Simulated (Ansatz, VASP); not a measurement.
This is a calculation of Ir for VASP 6.6.1.

INCAR

```
SYSTEM = Ir
PREC = Accurate
ENCUT = 520
EDIFF = 1E-6
ISMEAR = 0
SIGMA = 0.05
LREAL = .False.
LASPH = .True.
NELM = 60
ALGO = Normal
ISIF = 2
LWAVE = .False.
LCHARG = .True.
GGA = PE
LELF = .True.
LVHAR = .True.
NBANDS = 10
```

The input KPOINTS:

```
Automatic mesh
0
Gamma
  12 12 12
  0 0 0
```

The input POSCAR:

```
Ir
1.0
    0.0000000000      1.9156000000      1.9156000000
    1.9156000000      0.0000000000      1.9156000000
    1.9156000000      1.9156000000      0.0000000000
Ir
1
Direct
    0.0000000000      0.0000000000      0.0000000000
```

Potentials or basis: VASP PAW PBE potentials, release 64 (Ir).

Launch:

```bash
$ cat potpaw_PBE.64/Ir/POTCAR > POTCAR
$ mpirun -np 1 vasp_std > vasp.out
```

Translate it to Ansatz 0.2.0. Potentials there: all-electron LAPW, scalar-relativistic.

As run (the cutoff follows the program's own potentials):

input.yaml

```yaml
crystal:
  lattice:
    - [0.0, 1.9156, 1.9156]
    - [1.9156, 0.0, 1.9156]
    - [1.9156, 1.9156, 0.0]
  atoms:
    - { symbol: Ir, position: [0.0, 0.0, 0.0] }
kpoints:
  mp_grid: { grid: [12, 12, 12] }
scf:
  occupations: { method: gaussian, width: 0.05 }
hamiltonian:
  xc: pbe
  pseudopotentials: { kind: all_electron, lapw: { basis_error: 0.001 } }
output:
  forces: true
  stress: true
  eigenvalues: true
```

Potentials or basis: all-electron LAPW, scalar-relativistic.

Command:

```console
$ ansatz run input.yaml --threads 1 --pin off --max-ram 3072MiB --backend cpu --events-out ev --progress --plain --runs-dir out
```

Both were run:

|  | VASP | Ansatz | Ansatz less VASP |
| --- | --- | --- | --- |
| gap on the k mesh at the Fermi level (eV) | none | none | - |
| pressure (GPa) | 11.8 | 11.0 | -0.73 |

A gap of «none» marks a metal or a gap that the smearing closes. Ansatz ran all-electron here, and VASP with PAW potentials.

Spin-orbit coupling is off throughout.
